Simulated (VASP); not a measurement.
# PtS2 (P-3m1) in VASP: further runs

PtS2 is run at these levels: PBEsol; tasks: single point.

Everything below comes from runs of VASP 6.6.1. Logs are shortened: lines on timing, memory, paths and dates and some standing lists are left out, and cuts for length are marked.

### 1 The cell of the first run

It takes space group P-3m1 (No. 164, trigonal). Conventional cell: a = 3.543 Å, b = 3.543 Å, c = 5.039 Å, α = 90.00°, β = 90.00°, γ = 120.00°. Within 3.1 Å of Pt (site symmetry -3m) lie 6 S at 2.34 Å. Within 3.1 Å of S (site symmetry 3m) lie 3 Pt at 2.34 Å and 3 S at 3.07 Å.

### 2 Single point, PBEsol

The input, INCAR:

```
SYSTEM = PtS2
ALGO     = Normal         ! electronic algorithm
EDIFF    = 1E-6           ! SCF threshold, eV
ENCUT    = 500            ! plane-wave cutoff, eV
GGA      = PS             ! functional
GGA_COMPAT= .False.      
ISIF     = 2              ! what is computed and relaxed
ISMEAR   = -1             ! smearing method
LASPH    = .True.         ! aspherical terms in the spheres
LCHARG   = .True.         ! write CHGCAR
LELF     = .True.         ! ELF
LREAL    = .False.        ! projectors in reciprocal space
LVHAR    = .True.       
LWAVE    = .False.        ! write WAVECAR
NBANDS   = 18             ! bands
NELM     = 120            ! most SCF steps
PREC     = Accurate       ! precision mode
SIGMA    = 0.2            ! smearing width, eV
```

The input, KPOINTS:

```
k-points
0
Gamma
  9 9 6
  0 0 0
```

The input, POSCAR:

```
PtS2
1.0
    3.5432000000      0.0000000000      0.0000000000
   -1.7716000000      3.0685010000      0.0000000000
    0.0000000000      0.0000000000      5.0388000000
Pt S
1 2
Direct
    0.0000000000      0.0000000000      0.0000000000
    0.3333333333      0.6666666667      0.2270000000
    0.6666666667      0.3333333333      0.7730000000
```

Potentials or basis: VASP PAW PBE potentials, release 64 (Pt, S).

Started as:

```bash
> cat potpaw_PBE.64/Pt/POTCAR potpaw_PBE.64/S/POTCAR > POTCAR
> mpirun -np 1 vasp_std > vasp.out
```

OUTCAR:

```text
SYSTEM = PtS2
   EDIFF = 1E-6
   ENCUT = 500
   GGA = PS
   ISIF = 2
   ISMEAR = -1
   LASPH = .True.
   LREAL = .False.
   NELM = 120
   PREC = Accurate

 ion  position               nearest neighbor table
   1  0.000  0.000  0.000-   2 2.34   3 2.34   3 2.34   2 2.34   3 2.34   2 2.34
   2  0.333  0.667  0.227-   1 2.34   1 2.34   1 2.34
   3  0.667  0.333  0.773-   1 2.34   1 2.34   1 2.34

  LATTYP: Found a hexagonal cell.
 ALAT       =     3.5432000000
 C/A-ratio  =     1.4221043125

  Lattice vectors:

 A1 = (   3.5432000000,   0.0000000000,   0.0000000000)
 A2 = (  -1.7716000000,   3.0685010000,   0.0000000000)
 A3 = (   0.0000000000,   0.0000000000,   5.0388000000)

Analysis of symmetry for initial positions (statically):
=====================================================================
 Subroutine PRICEL returns:
 Original cell was already a primitive cell.

 Routine SETGRP: Setting up the symmetry group for a
 hexagonal supercell.

 Subroutine GETGRP returns: Found 12 space group operations
 (whereof 12 operations were pure point group operations)
 out of a pool of 24 trial point group operations.

The static configuration has the point symmetry D_3d.

Analysis of symmetry for dynamics (positions and initial velocities):
=====================================================================
 Subroutine PRICEL returns:
 Original cell was already a primitive cell.

 Routine SETGRP: Setting up the symmetry group for a
 hexagonal supercell.

 Subroutine GETGRP returns: Found 12 space group operations
 (whereof 12 operations were pure point group operations)
 out of a pool of 24 trial point group operations.

The dynamic configuration has the point symmetry D_3d.

 Subroutine INISYM returns: Found 12 space group operations
 (whereof 12 operations are pure point group operations),
 and found     1 'primitive' translations

----------------------------------------------------------------------------------------

                                     Primitive cell

  volume of cell :      54.7834

  direct lattice vectors                    reciprocal lattice vectors
     3.543200000  0.000000000  0.000000000     0.282230752  0.162946012  0.000000000
    -1.771600000  3.068501000  0.000000000     0.000000000  0.325892023  0.000000000
     0.000000000  0.000000000  5.038800000     0.000000000  0.000000000  0.198459951

  length of vectors
     3.543200000  3.543199818  5.038800000     0.325892007  0.325892023  0.198459951

  position of ions in fractional coordinates (direct lattice)
     0.000000000  0.000000000  0.000000000
     0.333333333  0.666666667  0.227000000
     0.666666667  0.333333333  0.773000000

  ion indices of the primitive-cell ions
   primitive index   ion index
                 1           1
                 2           2
                 3           3

----------------------------------------------------------------------------------------

 KPOINTS: k-points

Automatic generation of k-mesh.
 Grid dimensions read from file:
 generate k-points for:    9    9    6

 Generating k-lattice:

  Cartesian coordinates                     Fractional coordinates (reciprocal lattice)
     0.031358972  0.018105112  0.000000000     0.111111111 -0.000000000  0.000000000
     0.000000000  0.036210225  0.000000000     0.000000000  0.111111111  0.000000000
     0.000000000  0.000000000  0.033076658     0.000000000  0.000000000  0.166666667

  Length of vectors
     0.036210223  0.036210225  0.033076658

  Shift w.r.t. Gamma in fractional coordinates (k-lattice)
     0.000000000  0.000000000  0.000000000

 Subroutine IBZKPT returns following result:
 ===========================================

 Found     62 irreducible k-points:

 Following reciprocal coordinates:
            Coordinates               Weight
  0.000000  0.000000  0.000000      1.000000
  0.111111  0.000000  0.000000      6.000000
  0.222222  0.000000  0.000000      6.000000
  0.333333 -0.000000  0.000000      6.000000
  0.444444  0.000000  0.000000      6.000000
  0.111111  0.111111  0.000000      6.000000
[... 16 lines left out ...]
  0.222222  0.111111  0.166667     12.000000
 -0.111111  0.333333  0.166667     12.000000
 [... further k-points ...]
   k-points           NKPTS =     62   k-points in BZ     NKDIM =     62   number of bands    NBANDS=     18
   number of dos      NEDOS =    301   number of ions     NIONS =      3
   total plane-waves  NPLWV =  31360
   dimension x,y,z NGX =    28 NGY =   28 NGZ =   40
   dimension x,y,z NGXF=    56 NGYF=   56 NGZF=   80
   ions per type =               1   2
   NGX,Y,Z   is equivalent  to a cutoff of  13.14, 13.14, 13.20 a.u.
   NGXF,Y,Z  is equivalent  to a cutoff of  26.28, 26.28, 26.39 a.u.
 SYSTEM =  PtS2
   PREC   = accura    normal or accurate (medium, high low for compatibility)
   ISTART =      0    job   : 0-new  1-cont  2-samecut
   ICHARG =      2    charge: 1-file 2-atom 10-const
   ISPIN  =      1    spin polarized calculation?
   LNONCOLLINEAR =      F non collinear calculations
   LSORBIT =      F    spin-orbit coupling
   LASPH  =      T    aspherical Exc in radial PAW
   ENCUT  =  500.0 eV  36.75 Ry    6.06 a.u.   6.46  6.46  9.19*2*pi/ulx,y,z
   NELM   =    120;   NELMIN=  2; NELMDL= -5     # of ELM steps
   EDIFF  = 0.1E-05   stopping-criterion for ELM
   LREAL  =      F    real-space projection
   EDIFFG = 0.1E-04   stopping-criterion for IOM
   NSW    =      0    number of steps for IOM
   IBRION =     -1    ionic relax: 0-MD 1-quasi-New 2-CG
   NFREE  =      0    steps in history (QN), initial steepest desc. (CG)
   ISIF   =      2    stress and relaxation
   ISYM   =      2    0-nonsym 1-usesym 2-fastsym
   POTIM  = 0.5000    time-step for ionic-motion
   TEBEG  =    0.0;   TEEND  =   0.0 temperature during run
   PSTRESS=    0.0 pullay stress
   NELECT =      22.0000    total number of electrons
   NUPDOWN=      -1.0000    fix difference up-down
   EMIN   =  10.00;   EMAX   =-10.00  energy-range for DOS
   EFERMI =   0.00;   METHOD = LEGACY
   ISMEAR =    -1;   SIGMA  =   0.20  broadening in eV -4-tet -1-fermi 0-gaus
   EFERMI_NEDOS =   21; number of points for ismear=-14 and -15
   IALGO  =     38    algorithm
   IMIX   =      4    mixing-type and parameters
     AMIX     =   0.40;   BMIX     =  1.00
     AMIX_MAG =   1.60;   BMIX_MAG =  1.00
  volume/ion in A,a.u.               =      18.26       123.23
  Fermi-wavevector in a.u.,A,eV,Ry     =   1.207812  2.282434 19.848316  1.458810
  Thomas-Fermi vector in A             =   2.343439
   LORBIT       =      0    0 simple, 1 ext, 2 COOP (PROOUT), +10 PAW based schemes
   GGA     = PS    functional components
   LHFCALC =     F    Hartree Fock is set to
   AEXX    =    0.0000 exact exchange contribution
   IVDW    =     0    specifies the selected vdW correction
   LEPSILON=     F    determine dielectric tensor
   LRPA    =     F    only Hartree local field effects (RPA)
 non-spin polarized calculation
  energy-cutoff  :      500.00
  volume of cell :       54.78
 maximum number of plane-waves:      1411
 NGX is ok and might be reduce to    28
   NGX = 13   NGY = 13   NGZ = 19

 number of electron      22.0000000 magnetization

 Free energy of the ion-electron system (eV)
  ---------------------------------------------------
  ext. energy  EPLUGINS =         0.00000000
  ---------------------------------------------------
  free energy    TOTEN  =       -16.94113239 eV

  energy without entropy =      -16.89846646  energy(sigma->0) =      -16.91979942

 E-fermi :   7.0577     XC(G=0): -10.7695

 val. band max:        6.6474224572   @ k =   0.0000   0.2222   0.1667
 cond. band min:       7.5842576576   @ k =   0.0000   0.3333   0.3333
 fundamental gap:      0.9368352004
 Fermi energy:         7.0576543630

 k-point     1 :       0.0000    0.0000    0.0000
  band No.  band energies     occupation
      1      -8.9320      2.00000
      2      -5.6438      2.00000
      3      -0.4217      2.00000
      4      -0.4217      2.00000
      5      -0.3150      2.00000
      6       2.6568      2.00000
[... 10 lines left out ...]
     17      14.5020      0.00000
     18      18.6056      0.00000

 k-point     2 :       0.1111    0.0000    0.0000
  band No.  band energies     occupation
      1      -8.7649      2.00000
      2      -5.7509      2.00000
      3      -0.3088      2.00000
      4      -0.2893      2.00000
      5      -0.1454      2.00000
      6       2.4115      2.00000
[... 10 lines left out ...]
     17      15.0332      0.00000
     18      17.5403      0.00000

 k-point     3 :       0.2222    0.0000    0.0000
  band No.  band energies     occupation
      1      -8.2956      2.00000
      2      -6.0076      2.00000
      3      -0.0187      2.00000
      4      -0.0176      2.00000
      5       0.3738      2.00000
      6       1.6460      2.00000
[... 10 lines left out ...]
     17      15.9404      0.00000
     18      15.9501      0.00000

 k-point     4 :       0.3333   -0.0000    0.0000
  band No.  band energies     occupation
      1      -7.6375      2.00000
      2      -6.2940      2.00000
      3      -0.1712      2.00000
      4       0.2856      2.00000
      5       1.0715      2.00000
      6       1.1842      2.00000
[... 10 lines left out ...]
     17      15.4316      0.00000
     18      16.0419      0.00000

 k-point     5 :       0.4444    0.0000    0.0000
  band No.  band energies     occupation
      1      -7.0295      2.00000
      2      -6.5492      2.00000
      3      -0.8529      2.00000
      4       0.4293      2.00000
      5       1.3104      2.00000
      6       2.0483      2.00000
[... 10 lines left out ...]
     17      15.0081      0.00000
     18      17.3582      0.00000

 k-point     6 :       0.1111    0.1111    0.0000
  band No.  band energies     occupation
      1      -8.4461      2.00000
      2      -5.9309      2.00000
      3      -0.1290      2.00000
      4      -0.0415      2.00000
      5       0.1733      2.00000
      6       2.0965      2.00000
[... 10 lines left out ...]
     17      16.0715      0.00000
     18      16.3438      0.00000

 k-point     7 :       0.2222    0.1111    0.0000
  band No.  band energies     occupation
      1      -7.8770      2.00000
      2      -6.1924      2.00000
      3       0.1364      2.00000
      4       0.1710      2.00000
      5       0.7310      2.00000
      6       1.3121      2.00000
[... 10 lines left out ...]
     17      15.2889      0.00000
     18      16.4994      0.00000

 k-point     8 :       0.3333    0.1111    0.0000
  band No.  band energies     occupation
      1      -7.2283      2.00000
      2      -6.4403      2.00000
      3      -0.4347      2.00000
      4       0.3296      2.00000
      5       1.1909      2.00000
      6       1.5596      2.00000
[... 10 lines left out ...]
     17      15.7516      0.00000
     18      16.5309      0.00000
[... 229 lines left out ...]
     17      15.9431      0.00000
     18      16.5009      0.00000

 k-point    20 :       0.4444    0.0000    0.1667
  band No.  band energies     occupation
      1      -6.9582      2.00000
      2      -6.6186      2.00000
      3      -0.8690      2.00000
      4       0.4163      2.00000
      5       1.5148      2.00000
      6       1.7051      2.00000
[... 10 lines left out ...]
     17      15.3230      0.00000
     18      16.8980      0.00000

 k-point    21 :       0.0000    0.4444    0.1667
  band No.  band energies     occupation
      1      -7.0772      2.00000
      2      -6.4646      2.00000
      3      -0.9631      2.00000
      4       0.3942      2.00000
      5       1.0515      2.00000
      6       2.1973      2.00000
[... 10 lines left out ...]
     17      15.8409      0.00000
     18      17.0647      0.00000

 k-point    22 :       0.1111    0.1111    0.1667
  band No.  band energies     occupation
      1      -8.3863      2.00000
      2      -6.0525      2.00000
      3      -0.2667      2.00000
      4      -0.1121      2.00000
      5       0.5505      2.00000
      6       2.0561      2.00000
[... 10 lines left out ...]
     17      15.9136      0.00000
     18      16.0536      0.00000

 k-point    23 :       0.2222    0.1111    0.1667
  band No.  band energies     occupation
      1      -7.8118      2.00000
      2      -6.2917      2.00000
      3       0.0478      2.00000
      4       0.1711      2.00000
      5       0.7495      2.00000
      6       1.5720      2.00000
[... 10 lines left out ...]
     17      15.9549      0.00000
     18      16.0822      0.00000

 k-point    24 :      -0.1111    0.3333    0.1667
  band No.  band energies     occupation
      1      -7.8337      2.00000
      2      -6.2425      2.00000
      3      -0.1338      2.00000
      4       0.1164      2.00000
      5       0.9497      2.00000
      6       1.3217      2.00000
[... 10 lines left out ...]
     17      15.0829      0.00000
     18      16.9871      0.00000

 [... further k-points ...]
[... 5 lines left out ...]
  --------------------------------------------------------------------------------------
  -------------------------------------------------------------------------------------
  Total        2.2093937      2.2093934      1.9255252      0.0000000      0.0000000      0.0000000
  in kB       64.6151912     64.6151823     56.3132682      0.0000000      0.0000000      0.0000000
  external PRESSURE =      61.8478806 kB  Pullay stress =       0.0000000 kB

 VOLUME and BASIS-vectors are now :
 -----------------------------------------------------------------------------
  energy-cutoff  :      500.00
  volume of cell :       54.78
      direct lattice vectors                 reciprocal lattice vectors
     3.543200000  0.000000000  0.000000000     0.282230752  0.162946012  0.000000000
    -1.771600000  3.068501000  0.000000000     0.000000000  0.325892023  0.000000000
     0.000000000  0.000000000  5.038800000     0.000000000  0.000000000  0.198459951

 POSITION                                       TOTAL-FORCE (eV/Angst)
 -----------------------------------------------------------------------------------
      0.00000      0.00000      0.00000         0.000000      0.000000      0.000000
     -0.00000      2.04567      1.14381         0.000000      0.000000      0.952037
      1.77160      1.02283      3.89499         0.000000      0.000000     -0.952037
 -----------------------------------------------------------------------------------
    total drift:                                0.000000     -0.000000      0.000000

  FREE ENERGIE OF THE ION-ELECTRON SYSTEM (eV)
  ---------------------------------------------------
  free  energy   TOTEN  =       -16.9411323872 eV

  energy  without entropy=      -16.8984664590  energy(sigma->0) =      -16.91979942
```

It took 58 s on 1 thread of Intel Xeon Platinum 8259CL at 2.50GHz (Skylake/Cascade Lake), shared host; peak memory 0.21 GiB.

Results:

```
Free energy            : -16.9411 eV
Pressure               : 6.2 GPa
Largest force          : 0.952 eV/Å
Band gap on the k mesh : 0.94 eV (least direct gap 1.07 eV)
```

Forces on the atoms (eV/Å):
```
Pt   0.000  0.000  0.000
S    0.000  0.000  0.952
S    0.000  0.000 -0.952
```

Stress tensor (GPa, compression positive):
```
6.46 0.00 0.00
0.00 6.46 0.00
0.00 0.00 5.63
```

Caveat: the cell stands under pressure; the PAW data sets were made with another functional, which shifts forces and pressure a little; spin-orbit coupling is left out, which moves the levels of the heavy elements; an odd mesh through Γ misses points on the zone boundary, where band edges can lie.

### 3 Single point, PBEsol, non-collinear spin, zero start, spin-orbit coupling

The input, INCAR:

```
SYSTEM = PtS2
ALGO = Normal
EDIFF = 1E-6
ENCUT = 500
GGA = PS
GGA_COMPAT = .FALSE.
ISIF = 2
ISMEAR = -1
LASPH = .TRUE.
LCHARG = .TRUE.
LMAXMIX = 4
LORBIT = 11
LORBMOM = .TRUE.
LREAL = .FALSE.
LSORBIT = .TRUE.
LVHAR = .TRUE.
LWAVE = .FALSE.
MAGMOM = 0 0 0 0 0 0 0 0 0
NBANDS = 35
NELM = 200
PREC = Accurate
SIGMA = 0.2
```

The input, KPOINTS:

```
k-points
0
G
  9 9 6
  0 0 0
```

POSCAR is that of step 2.

Potentials or basis: VASP PAW PBE potentials, release 64 (Pt, S).

Started as:

```bash
> cat potpaw_PBE.64/Pt/POTCAR potpaw_PBE.64/S/POTCAR > POTCAR
> mpirun -np 1 vasp_ncl > vasp.out
```

Wall time 4.8 min (1 thread of Intel Xeon Platinum 8259CL at 2.50GHz (Skylake/Cascade Lake), shared host); peak memory 0.4 GiB.

The run converged. Its results:

```yaml
Free_energy: -17.3216 eV
Pressure: 6.3 GPa
Largest_force: 0.983 eV/Å
Net_moment: 0.00 μB per cell
Valence_electrons_inside_the_program's_atomic_spheres: Pt 9.63; S 3.64
```

Forces on the atoms (eV/Å):
```
Pt   0.000  0.000  0.000
S    0.000  0.000  0.983
S    0.000  0.000 -0.983
```

Stress tensor (GPa, compression positive):
```
6.53 0.00 0.00
0.00 6.53 0.00
0.00 0.00 5.90
```

Moments on the atoms (μB; x, y, z):
```
Pt  0.00 0.00 0.00
S   0.00 0.00 0.00
S   0.00 0.00 0.00
```

Caveat: the cell stands under pressure; the PAW data sets were made with another functional, which shifts forces and pressure a little.
